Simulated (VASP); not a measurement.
# C (Fd-3m) in VASP: notebook

The runs below take C through single point, with LDA.

All numbers are computed with VASP 6.6.1; they aren't measurements. Logs are shortened: lines on timing, memory, paths and dates and some standing lists are left out, and cuts for length are marked.

## 1. The cell of the first run

It takes space group Fd-3m (No. 227, cubic). Conventional cell: a = 3.519 Å, b = 3.519 Å, c = 3.519 Å, α = 90.00°, β = 90.00°, γ = 90.00°. C (site symmetry -43m) has 4 C at 1.52 Å within 2.0 Å.

## 2. Single point, LDA (volume scaled by 0.96)

Input file INCAR:

```
ALGO = Normal
EDIFF = 1E-6
ENCUT = 520
ISIF = 2
ISMEAR = -1
LASPH = T
LCHARG = F
LREAL = F
LWAVE = F
NBANDS = 11
NELM = 80
PREC = Accurate
SIGMA = 0.03
```

Input file KPOINTS:

```
k-points
0
Gamma
  16 16 16
```

Input file POSCAR:

```
C
1.0
    0.0000000000      1.7592970453      1.7592970453
    1.7592970453      0.0000000000      1.7592970453
    1.7592970453      1.7592970453      0.0000000000
C
2
Direct
    0.5000000000      0.5000000000      0.5000000000
    0.7500000000      0.7500000000      0.7500000000
```

Potentials or basis: VASP PAW LDA potentials, release 64 (C).

Command:

```sh
cat potpaw_LDA.64/C/POTCAR > POTCAR
mpirun -np 1 vasp_std > vasp.out
```

OUTCAR:

```text
EDIFF = 1E-6
   ENCUT = 520
   ISIF = 2
   ISMEAR = -1
   LASPH = T
   LREAL = F
   NELM = 80
   PREC = Accurate

 ion  position               nearest neighbor table
   1  0.500  0.500  0.500-   2 1.52   2 1.52   2 1.52   2 1.52
   2  0.750  0.750  0.750-   1 1.52   1 1.52   1 1.52   1 1.52

  LATTYP: Found a face centered cubic cell.
 ALAT       =     3.5185940906

  Lattice vectors:

 A1 = (   0.0000000000,   1.7592970453,   1.7592970453)
 A2 = (   1.7592970453,   0.0000000000,   1.7592970453)
 A3 = (   1.7592970453,   1.7592970453,   0.0000000000)

Analysis of symmetry for initial positions (statically):
=====================================================================
 Subroutine PRICEL returns:
 Original cell was already a primitive cell.

 Routine SETGRP: Setting up the symmetry group for a
 face centered cubic supercell.

 Subroutine GETGRP returns: Found 48 space group operations
 (whereof 24 operations were pure point group operations)
 out of a pool of 48 trial point group operations.

The static configuration has the point symmetry T_d .
 The point group associated with its full space group is O_h .

Analysis of symmetry for dynamics (positions and initial velocities):
=====================================================================
 Subroutine PRICEL returns:
 Original cell was already a primitive cell.

 Routine SETGRP: Setting up the symmetry group for a
 face centered cubic supercell.

 Subroutine GETGRP returns: Found 48 space group operations
 (whereof 24 operations were pure point group operations)
 out of a pool of 48 trial point group operations.

The dynamic configuration has the point symmetry T_d .
 The point group associated with its full space group is O_h .

 Subroutine INISYM returns: Found 48 space group operations
 (whereof 24 operations are pure point group operations),
 and found     1 'primitive' translations

----------------------------------------------------------------------------------------

                                     Primitive cell

  volume of cell :      10.8905

  direct lattice vectors                    reciprocal lattice vectors
     0.000000000  1.759297045  1.759297045    -0.284204422  0.284204422  0.284204422
     1.759297045  0.000000000  1.759297045     0.284204422 -0.284204422  0.284204422
     1.759297045  1.759297045  0.000000000     0.284204422  0.284204422 -0.284204422

  length of vectors
     2.488021742  2.488021742  2.488021742     0.492256499  0.492256499  0.492256499

  position of ions in fractional coordinates (direct lattice)
     0.500000000  0.500000000  0.500000000
[... 88 lines left out ...]
   PSTRESS=    0.0 pullay stress
   NELECT =       8.0000    total number of electrons
   NUPDOWN=      -1.0000    fix difference up-down
   EMIN   =  10.00;   EMAX   =-10.00  energy-range for DOS
   EFERMI =   0.00;   METHOD = LEGACY
   ISMEAR =    -1;   SIGMA  =   0.03  broadening in eV -4-tet -1-fermi 0-gaus
   EFERMI_NEDOS =   21; number of points for ismear=-14 and -15
   IALGO  =     38    algorithm
   IMIX   =      4    mixing-type and parameters
     AMIX     =   0.40;   BMIX     =  1.00
     AMIX_MAG =   1.60;   BMIX_MAG =  1.00
  volume/ion in A,a.u.               =       5.45        36.75
  Fermi-wavevector in a.u.,A,eV,Ry     =   1.477142  2.791394 29.687222  2.181949
  Thomas-Fermi vector in A             =   2.591583
   LORBIT       =      0    0 simple, 1 ext, 2 COOP (PROOUT), +10 PAW based schemes
   GGA     = CA    functional components
   LHFCALC =     F    Hartree Fock is set to
   AEXX    =    0.0000 exact exchange contribution
   IVDW    =     0    specifies the selected vdW correction
   LEPSILON=     F    determine dielectric tensor
   LRPA    =     F    only Hartree local field effects (RPA)
 non-spin polarized calculation
  energy-cutoff  :      520.00
  volume of cell :       10.89
 maximum number of plane-waves:       304
   NGX =  9   NGY =  9   NGZ =  9

 number of electron       7.9999998 magnetization

 Free energy of the ion-electron system (eV)
  ---------------------------------------------------
  ext. energy  EPLUGINS =         0.00000000
  ---------------------------------------------------
  free energy    TOTEN  =       -20.24167532 eV

  energy without entropy =      -20.24167532  energy(sigma->0) =      -20.24167532

 E-fermi :  11.0125     XC(G=0): -13.6978

 val. band max:       10.3295136669   @ k =   0.0000   0.0000   0.0000
 cond. band min:      14.5272694277   @ k =   0.3750   0.3750   0.0000
 fundamental gap:      4.1977557608
 Fermi energy:        11.0124888611

 k-point     1 :       0.0000    0.0000    0.0000
  band No.  band energies     occupation
      1     -11.5398      2.00000
      2      10.3295      2.00000
      3      10.3295      2.00000
      4      10.3295      2.00000
      5      15.9877      0.00000
      6      15.9877      0.00000
      7      15.9877      0.00000
      8      24.8296      0.00000
      9      29.8769      0.00000
     10      37.4199      0.00000
     11      37.4199      0.00000
[... 309 lines left out ...]
 k-point    24 :      -0.0625    0.0625    0.0000
  band No.  band energies     occupation
      1     -11.2439      2.00000
      2       8.8864      2.00000
      3       9.2077      2.00000
      4      10.1450      2.00000
      5      16.2889      0.00000
      6      16.8546      0.00000
      7      17.1581      0.00000
      8      24.9412      0.00000
      9      30.3375      0.00000
     10      33.7771      0.00000
     11      35.1433      0.00000

 [... further k-points ...]

------------------------ aborting loop because EDIFF is reached ----------------------------------------

  FORCE on cell =-STRESS in cart. coord.  units (eV):
  Direction    XX          YY          ZZ          XY          YZ          ZX
  --------------------------------------------------------------------------------------
  -------------------------------------------------------------------------------------
  Total        0.4769178      0.4769178      0.4769178      0.0000000     -0.0000000     -0.0000000
  in kB       70.1627497     70.1627497     70.1627497      0.0000000     -0.0000000     -0.0000000
  external PRESSURE =      70.1627497 kB  Pullay stress =       0.0000000 kB

 VOLUME and BASIS-vectors are now :
 -----------------------------------------------------------------------------
  energy-cutoff  :      520.00
  volume of cell :       10.89
      direct lattice vectors                 reciprocal lattice vectors
     0.000000000  1.759297045  1.759297045    -0.284204422  0.284204422  0.284204422
     1.759297045  0.000000000  1.759297045     0.284204422 -0.284204422  0.284204422
     1.759297045  1.759297045  0.000000000     0.284204422  0.284204422 -0.284204422

 POSITION                                       TOTAL-FORCE (eV/Angst)
 -----------------------------------------------------------------------------------
      1.75930      1.75930      1.75930         0.000000      0.000000      0.000000
      2.63895      2.63895      2.63895         0.000000     -0.000000     -0.000000
 -----------------------------------------------------------------------------------
    total drift:                                0.000000     -0.000000      0.000000

  FREE ENERGIE OF THE ION-ELECTRON SYSTEM (eV)
  ---------------------------------------------------
  free  energy   TOTEN  =       -20.2416753161 eV

  energy  without entropy=      -20.2416753161  energy(sigma->0) =      -20.24167532
```

OSZICAR:

```text
N       E                     dE             d eps       ncg     rms          rms(c)
DAV:   1    -0.140513892502E+01   -0.14051E+01   -0.48845E+03  3385   0.704E+02
DAV:   2    -0.207729686227E+02   -0.19368E+02   -0.18786E+02  4181   0.127E+02
DAV:   3    -0.211357089461E+02   -0.36274E+00   -0.36199E+00  3745   0.131E+01
DAV:   4    -0.211363211023E+02   -0.61216E-03   -0.61215E-03  3444   0.689E-01
DAV:   5    -0.211363218993E+02   -0.79705E-06   -0.79705E-06  3659   0.228E-02    0.600E+00
DAV:   6    -0.204722624269E+02    0.66406E+00   -0.35559E-01  3265   0.417E+00    0.349E+00
DAV:   7    -0.202417557749E+02    0.23051E+00   -0.42064E-01  3493   0.454E+00    0.779E-01
DAV:   8    -0.202416902884E+02    0.65486E-04   -0.10113E-02  3349   0.835E-01    0.297E-02
DAV:   9    -0.202416737546E+02    0.16534E-04   -0.38325E-05  3601   0.480E-02    0.211E-02
DAV:  10    -0.202416753828E+02   -0.16283E-05   -0.22316E-06  3459   0.124E-02    0.500E-03
DAV:  11    -0.202416753161E+02    0.66728E-07   -0.90825E-08  1705   0.231E-03
   1 F= -.20241675E+02 E0= -.20241675E+02  d E =-.138181E-12
```

It took 8.6 s on 1 thread of Intel Xeon 6975P-C, shared host; peak memory 0.12 GiB.

Results:

- Free energy: -20.2417 eV
- Pressure: 7.0 GPa
- Band gap on the k mesh: 4.20 eV, indirect (least direct gap 5.66 eV)

 A k mesh can miss the band edges.

## 3. Single point, LDA (volume scaled by 1.01)

Input file INCAR:

```
SYSTEM = C
PREC     = Accurate       ! precision mode
ENCUT    = 520            ! plane-wave cutoff, eV
EDIFF    = 1E-7           ! SCF threshold, eV
ISMEAR   = -1             ! smearing method
SIGMA    = 0.03           ! smearing width, eV
LREAL    = .FALSE.        ! projectors in reciprocal space
LASPH    = .TRUE.         ! aspherical terms in the spheres
NELM     = 80             ! most SCF steps
ALGO     = Normal         ! electronic algorithm
ISIF     = 2              ! what is computed and relaxed
LWAVE    = .FALSE.        ! write WAVECAR
LCHARG   = .TRUE.         ! write CHGCAR
GGA      = CA             ! functional
LELF     = .TRUE.         ! ELF
LVHAR    = .TRUE.       
NBANDS   = 11             ! bands
```

Input file KPOINTS:

```
regular mesh
0
G
  16 16 16
  0 0 0
```

Input file POSCAR:

```
C
1.0
    0.0000000000      1.7893249605      1.7893249605
    1.7893249605      0.0000000000      1.7893249605
    1.7893249605      1.7893249605      0.0000000000
C
2
Direct
    0.5000000000      0.5000000000      0.5000000000
    0.7500000000      0.7500000000      0.7500000000
```

Potentials or basis: VASP PAW LDA potentials, release 64 (C).

Command:

```sh
cat potpaw_LDA.64/C/POTCAR > POTCAR
mpirun -np 1 vasp_std > vasp.out
```

Wall time 9.1 s (1 thread of Intel Xeon 6975P-C, shared host); peak memory 0.12 GiB.

The run converged. Its results:

| Property | Result |
| --- | --- |
| Free energy | -20.2257 eV |
| Pressure | -15.8 GPa |
| Band gap on the k mesh | 4.08 eV, indirect (least direct gap 5.51 eV) |

Levels at points of the mesh, in eV from the valence-band top:
| k point | band 1 | band 2 | band 3 | band 4 | band 5 | band 6 | band 7 | band 8 | band 9 |
| --- | --- | --- | --- | --- | --- | --- | --- | --- | --- |
| (0.00, 0.00, 0.00) | -21.19 | 0.00 | 0.00 | 0.00 | 5.51 | 5.51 | 5.51 | 13.33 | 18.87 |
| (0.50, 0.00, 0.00) | -15.40 | -13.25 | -2.76 | -2.76 | 8.34 | 8.34 | 8.88 | 15.31 | 21.38 |
| (0.50, 0.50, 0.00) | -12.54 | -12.54 | -6.23 | -6.23 | 4.68 | 4.68 | 16.48 | 16.48 | 22.75 |

 A k mesh can miss the band edges.
